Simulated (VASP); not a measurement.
Set up this calculation in VASP 6.6.1, as the native input.

```yaml
Task: single point
Functional: PBE
Dispersion: D3(BJ)
Potentials_or_basis: VASP PAW PBE potentials, release 64 (Sn_d, Se)
Cutoff: 520 eV
k_mesh: 12 × 12 × 6
Occupations: gaussian, width 0.02 eV
Spin: no spin polarisation
Dipole_correction: no
Further_INCAR_settings: ALGO = Normal; EDIFF = 1e-06; NBANDS = 20
```

The structure of SnSe2 lies in POSCAR:

```
SnSe2
1.0
    3.8380776313      0.0000000000      0.0000000000
   -1.9190388156      3.3238727304      0.0000000000
    0.0000000000      0.0000000000      6.0146785270
Sn Se
1 2
Direct
    0.0000000000      0.0000000000      0.0000000000
    0.3333333333      0.6666666667      0.2650914472
    0.6666666667      0.3333333333      0.7349085528
```

The input as run:

INCAR

```
SYSTEM = SnSe2
  ALGO = Normal
  EDIFF = 1E-6
  ENCUT = 520
  GGA = PE
  ISIF = 2
  ISMEAR = 0
  IVDW = 12
  LASPH = .True.
  LCHARG = .False.
  LREAL = .False.
  LWAVE = .False.
  NBANDS = 20
  NELM = 60
  PREC = Accurate
  SIGMA = 0.02
```

KPOINTS

```
k-points
0
Gamma
  12 12 6
  0 0 0
```

Potentials or basis: VASP PAW PBE potentials, release 64 (Sn_d, Se).

The run is started by

```sh
$ cat potpaw_PBE.64/Sn_d/POTCAR potpaw_PBE.64/Se/POTCAR > POTCAR
$ mpirun -np 1 vasp_std > vasp.out
```

It gave:

The pressure is 0.1 GPa, the largest force is 0.012 eV/Å and the band gap on the k mesh is 0.35 eV (least direct gap 0.83 eV). The dispersion energy per atom is -0.364 eV.

Caveat: spin-orbit coupling is left out, which moves the levels of the heavy elements.

Run time: 3.8 min on 1 thread of AMD EPYC 7R13, with other jobs on the host, peak memory 0.28 GiB.
